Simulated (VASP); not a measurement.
Input of a VASP 6.6.1 run:

Contents of INCAR:

```
PREC = Accurate
ENCUT = 520
EDIFF = 1E-7
ISMEAR = 0
SIGMA = 0.01
LREAL = False
LASPH = True
NELM = 60
ALGO = Normal
ISIF = 2
LWAVE = False
LCHARG = False
GGA = PE
NBANDS = 15
```

The input KPOINTS:

```
Automatic mesh
0
Gamma
  6 6 6
```

POSCAR

```
KBr
1.0
    0.0000000000      3.3504479108      3.3504479108
    3.3504479108      0.0000000000      3.3504479108
    3.3504479108      3.3504479108      0.0000000000
K Br
1 1
Direct
    0.0000000000      0.0000000000      0.0000000000
    0.5000000000      0.5000000000      0.5000000000
```

Potentials or basis: VASP PAW PBE potentials, release 64 (K_sv, Br).

The run is started by

```bash
$ cat potpaw_PBE.64/K_sv/POTCAR potpaw_PBE.64/Br/POTCAR > POTCAR
$ mpirun -np 1 vasp_std > vasp.out
```

**Question.** What does it give for the pressure?

**Answer.** 0.1 GPa.

**Question.** What does it give for the band gap on the k mesh?

**Answer.** 4.31 eV, direct.

PBE gaps usually lie below the measured ones, often by a third to a half.
